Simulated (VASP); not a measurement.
# Ti (Im-3m) in VASP: further runs

Runs on Ti. Level: PBEsol. Tasks: single point, relaxation of cell and atoms.

Everything below comes from runs of VASP 6.6.1. Logs are shortened: lines on timing, memory, paths and dates and some standing lists are left out, and cuts for length are marked.

### 1 The cell of the first run

The structure is cubic, space group Im-3m (No. 229). Conventional cell: a = 3.219 Å, b = 3.219 Å, c = 3.219 Å, α = 90.00°, β = 90.00°, γ = 90.00°. Ti (site symmetry m-3m) has 14 Ti at 2.79 to 3.22 Å within 3.7 Å.

This isn't the form of Ti at room conditions, which is hcp.

### 2 Single point, PBEsol

INCAR

```
SYSTEM = Ti
ALGO     = Normal         ! electronic algorithm
EDIFF    = 1E-6           ! SCF threshold, eV
ENCUT    = 520            ! plane-wave cutoff, eV
GGA      = PS             ! functional
ISIF     = 2              ! what is computed and relaxed
ISMEAR   = -1             ! smearing method
LASPH    = .TRUE.         ! aspherical terms in the spheres
LCHARG   = .TRUE.         ! write CHGCAR
LELF     = .TRUE.         ! ELF
LREAL    = .FALSE.        ! projectors in reciprocal space
LVHAR    = .TRUE.       
LWAVE    = .FALSE.        ! write WAVECAR
NBANDS   = 12             ! bands
NELM     = 100            ! most SCF steps
PREC     = Accurate       ! precision mode
SIGMA    = 0.15           ! smearing width, eV
```

KPOINTS

```
k-points
0
G
  20 20 20
  0 0 0
```

POSCAR

```
Ti
1.0
   -1.6096527864      1.6096527864      1.6096527864
    1.6096527864     -1.6096527864      1.6096527864
    1.6096527864      1.6096527864     -1.6096527864
Ti
1
Direct
    0.0000000000      0.0000000000      0.0000000000
```

Potentials or basis: VASP PAW PBE potentials, release 64 (Ti_sv).

Launch:

```bash
> cat potpaw_PBE.64/Ti_sv/POTCAR > POTCAR
> mpirun -np 1 vasp_std > vasp.out
```

OUTCAR:

```text
SYSTEM = Ti
   EDIFF = 1E-6
   ENCUT = 520
   GGA = PS
   ISIF = 2
   ISMEAR = -1
   LASPH = .TRUE.
   LREAL = .FALSE.
   NELM = 100
   PREC = Accurate

 ion  position               nearest neighbor table
   1  0.000  0.000  0.000-

  LATTYP: Found a body centered cubic cell.
 ALAT       =     3.2193055728

  Lattice vectors:

 A1 = (  -1.6096527864,   1.6096527864,   1.6096527864)
 A2 = (   1.6096527864,  -1.6096527864,   1.6096527864)
 A3 = (   1.6096527864,   1.6096527864,  -1.6096527864)

Analysis of symmetry for initial positions (statically):
=====================================================================
 Subroutine PRICEL returns:
 Original cell was already a primitive cell.

 Routine SETGRP: Setting up the symmetry group for a
 body centered cubic supercell.

 Subroutine GETGRP returns: Found 48 space group operations
 (whereof 48 operations were pure point group operations)
 out of a pool of 48 trial point group operations.

The static configuration has the point symmetry O_h .

Analysis of symmetry for dynamics (positions and initial velocities):
=====================================================================
 Subroutine PRICEL returns:
 Original cell was already a primitive cell.

 Routine SETGRP: Setting up the symmetry group for a
 body centered cubic supercell.

 Subroutine GETGRP returns: Found 48 space group operations
 (whereof 48 operations were pure point group operations)
 out of a pool of 48 trial point group operations.

The dynamic configuration has the point symmetry O_h .

 Subroutine INISYM returns: Found 48 space group operations
 (whereof 48 operations are pure point group operations),
 and found     1 'primitive' translations

----------------------------------------------------------------------------------------

                                     Primitive cell

  volume of cell :      16.6823

  direct lattice vectors                    reciprocal lattice vectors
    -1.609652786  1.609652786  1.609652786     0.000000000  0.310625996  0.310625996
     1.609652786 -1.609652786  1.609652786     0.310625996  0.000000000  0.310625996
     1.609652786  1.609652786 -1.609652786     0.310625996  0.310625996  0.000000000

  length of vectors
     2.788000409  2.788000409  2.788000409     0.439291496  0.439291496  0.439291496

  position of ions in fractional coordinates (direct lattice)
     0.000000000  0.000000000  0.000000000

  ion indices of the primitive-cell ions
   primitive index   ion index
                 1           1

----------------------------------------------------------------------------------------

 KPOINTS: k-points

Automatic generation of k-mesh.
 Grid dimensions read from file:
 generate k-points for:   20   20   20

 Generating k-lattice:

  Cartesian coordinates                     Fractional coordinates (reciprocal lattice)
     0.000000000  0.015531300  0.015531300     0.050000000  0.000000000  0.000000000
     0.015531300  0.000000000  0.015531300     0.000000000  0.050000000  0.000000000
     0.015531300  0.015531300  0.000000000     0.000000000  0.000000000  0.050000000

  Length of vectors
     0.021964575  0.021964575  0.021964575

  Shift w.r.t. Gamma in fractional coordinates (k-lattice)
     0.000000000  0.000000000  0.000000000

 Subroutine IBZKPT returns following result:
 ===========================================

 Found    256 irreducible k-points:

 Following reciprocal coordinates:
            Coordinates               Weight
  0.000000  0.000000  0.000000      1.000000
  0.050000  0.000000  0.000000     12.000000
  0.100000  0.000000  0.000000     12.000000
  0.150000  0.000000  0.000000     12.000000
  0.200000  0.000000  0.000000     12.000000
  0.250000  0.000000  0.000000     12.000000
[... 16 lines left out ...]
  0.200000  0.100000  0.000000     48.000000
  0.250000  0.100000  0.000000     48.000000
 [... further k-points ...]
   k-points           NKPTS =    256   k-points in BZ     NKDIM =    256   number of bands    NBANDS=     12
   number of dos      NEDOS =    301   number of ions     NIONS =      1
   total plane-waves  NPLWV =  13824
   dimension x,y,z NGX =    24 NGY =   24 NGZ =   24
   dimension x,y,z NGXF=    48 NGYF=   48 NGZF=   48
   ions per type =               1
   NGX,Y,Z   is equivalent  to a cutoff of  14.31, 14.31, 14.31 a.u.
   NGXF,Y,Z  is equivalent  to a cutoff of  28.62, 28.62, 28.62 a.u.
 SYSTEM =  Ti
   PREC   = accura    normal or accurate (medium, high low for compatibility)
   ISTART =      0    job   : 0-new  1-cont  2-samecut
   ICHARG =      2    charge: 1-file 2-atom 10-const
   ISPIN  =      1    spin polarized calculation?
   LNONCOLLINEAR =      F non collinear calculations
   LSORBIT =      F    spin-orbit coupling
   LASPH  =      T    aspherical Exc in radial PAW
   ENCUT  =  520.0 eV  38.22 Ry    6.18 a.u.   5.18  5.18  5.18*2*pi/ulx,y,z
   NELM   =    100;   NELMIN=  2; NELMDL= -5     # of ELM steps
   EDIFF  = 0.1E-05   stopping-criterion for ELM
   LREAL  =      F    real-space projection
   EDIFFG = 0.1E-04   stopping-criterion for IOM
   NSW    =      0    number of steps for IOM
   IBRION =     -1    ionic relax: 0-MD 1-quasi-New 2-CG
   NFREE  =      0    steps in history (QN), initial steepest desc. (CG)
   ISIF   =      2    stress and relaxation
   ISYM   =      2    0-nonsym 1-usesym 2-fastsym
   POTIM  = 0.5000    time-step for ionic-motion
   TEBEG  =    0.0;   TEEND  =   0.0 temperature during run
   PSTRESS=    0.0 pullay stress
   NELECT =      12.0000    total number of electrons
   NUPDOWN=      -1.0000    fix difference up-down
   EMIN   =  10.00;   EMAX   =-10.00  energy-range for DOS
   EFERMI =   0.00;   METHOD = LEGACY
   ISMEAR =    -1;   SIGMA  =   0.15  broadening in eV -4-tet -1-fermi 0-gaus
   EFERMI_NEDOS =   21; number of points for ismear=-14 and -15
   IALGO  =     38    algorithm
   IMIX   =      4    mixing-type and parameters
     AMIX     =   0.40;   BMIX     =  1.00
     AMIX_MAG =   1.60;   BMIX_MAG =  1.00
  volume/ion in A,a.u.               =      16.68       112.58
  Fermi-wavevector in a.u.,A,eV,Ry     =   1.466841  2.771928 29.274602  2.151623
  Thomas-Fermi vector in A             =   2.582530
   LORBIT       =      0    0 simple, 1 ext, 2 COOP (PROOUT), +10 PAW based schemes
   GGA     = PS    functional components
   LHFCALC =     F    Hartree Fock is set to
   AEXX    =    0.0000 exact exchange contribution
   IVDW    =     0    specifies the selected vdW correction
   LEPSILON=     F    determine dielectric tensor
   LRPA    =     F    only Hartree local field effects (RPA)
 non-spin polarized calculation
  energy-cutoff  :      520.00
  volume of cell :       16.68
 maximum number of plane-waves:       466
 NGX is ok and might be reduce to    24
   NGX = 11   NGY = 11   NGZ = 11

 number of electron      11.9999998 magnetization

 Free energy of the ion-electron system (eV)
  ---------------------------------------------------
  ext. energy  EPLUGINS =         0.00000000
  ---------------------------------------------------
  free energy    TOTEN  =        -8.31619984 eV

  energy without entropy =       -8.15609968  energy(sigma->0) =       -8.23614976

 E-fermi :   8.3826     XC(G=0): -11.8250

 val. band max:        8.3767999991   @ k =  -0.3000   0.3500   0.1000
 cond. band min:       8.3842500661   @ k =   0.2500   0.1000   0.0500
 fundamental gap:      0.0074500670
 Fermi energy:         8.3825974086

 k-point     1 :       0.0000    0.0000    0.0000
  band No.  band energies     occupation
      1     -47.8324      2.00000
      2     -23.7324      2.00000
      3     -23.7324      2.00000
      4     -23.7324      2.00000
      5       2.3416      2.00000
      6       9.4031      0.00222
      7       9.4031      0.00222
      8       9.4031      0.00222
      9      11.2662      0.00000
     10      11.2662      0.00000
     11      26.0870      0.00000
     12      26.0870      0.00000

 k-point     2 :       0.0500    0.0000    0.0000
  band No.  band energies     occupation
      1     -47.8286      2.00000
      2     -23.7523      2.00000
      3     -23.7384      2.00000
      4     -23.7325      2.00000
      5       2.4311      2.00000
      6       9.3610      0.00294
      7       9.3922      0.00238
      8       9.4692      0.00143
      9      11.2153      0.00000
     10      11.2686      0.00000
     11      25.9739      0.00000
     12      26.0867      0.00000

 k-point     3 :       0.1000    0.0000    0.0000
  band No.  band energies     occupation
      1     -47.8175      2.00000
      2     -23.8098      2.00000
      3     -23.7560      2.00000
      4     -23.7329      2.00000
      5       2.6940      2.00000
      6       9.2411      0.00652
      7       9.3470      0.00322
      8       9.6647      0.00039
      9      11.0924      0.00000
     10      11.2770      0.00000
     11      25.6043      0.00000
     12      26.0271      0.00000
[... 286 lines left out ...]
 k-point    23 :       0.2000    0.1000    0.0000
  band No.  band energies     occupation
      1     -47.7465      2.00000
      2     -24.1522      2.00000
      3     -23.8575      2.00000
      4     -23.7601      2.00000
      5       4.5022      2.00000
      6       8.5816      0.41934
      7       8.6919      0.22568
      8      10.8155      0.00000
      9      11.1537      0.00000
     10      11.4980      0.00000
     11      22.7045      0.00000
     12      23.9710      0.00000

 k-point    24 :       0.2500    0.1000    0.0000
  band No.  band energies     occupation
      1     -47.7232      2.00000
      2     -24.2567      2.00000
      3     -23.9006      2.00000
      4     -23.7622      2.00000
      5       5.1130      2.00000
      6       8.3624      1.06724
      7       8.5580      0.47391
      8      10.9099      0.00000
      9      11.5471      0.00000
     10      11.7295      0.00000
     11      21.3437      0.00000
     12      23.2926      0.00000

 [... further k-points ...]

------------------------ aborting loop because EDIFF is reached ----------------------------------------

  FORCE on cell =-STRESS in cart. coord.  units (eV):
  Direction    XX          YY          ZZ          XY          YZ          ZX
  --------------------------------------------------------------------------------------
  -------------------------------------------------------------------------------------
  Total       -0.0276122     -0.0276122     -0.0276122      0.0000000      0.0000000      0.0000000
  in kB       -2.6518829     -2.6518829     -2.6518829      0.0000000      0.0000000      0.0000000
  external PRESSURE =      -2.6518829 kB  Pullay stress =       0.0000000 kB

 VOLUME and BASIS-vectors are now :
 -----------------------------------------------------------------------------
  energy-cutoff  :      520.00
  volume of cell :       16.68
      direct lattice vectors                 reciprocal lattice vectors
    -1.609652786  1.609652786  1.609652786     0.000000000  0.310625996  0.310625996
     1.609652786 -1.609652786  1.609652786     0.310625996  0.000000000  0.310625996
     1.609652786  1.609652786 -1.609652786     0.310625996  0.310625996  0.000000000

 POSITION                                       TOTAL-FORCE (eV/Angst)
 -----------------------------------------------------------------------------------
      0.00000      0.00000      0.00000         0.000000     -0.000000     -0.000000
 -----------------------------------------------------------------------------------
    total drift:                                0.000000      0.000000      0.000000

  FREE ENERGIE OF THE ION-ELECTRON SYSTEM (eV)
  ---------------------------------------------------
  free  energy   TOTEN  =        -8.3161998376 eV

  energy  without entropy=       -8.1560996842  energy(sigma->0) =       -8.23614976
```

Run time: 51 s. Hardware: 1 thread of Intel Xeon 8259CL, shared host; peak memory 0.18 GiB.

Results:

| Item | Value |
| --- | --- |
| Free energy | -8.3162 eV |
| Pressure | -0.3 GPa |
| Band gap on the k mesh | zero (bands 6 and 7 overlap by 1.71 eV) |

Caveat: the PAW data sets were made with another functional, which shifts forces and pressure a little.

[end of part 1 of 2]

The gap in the log of VASP goes by the Fermi energy; the results here count the filled bands.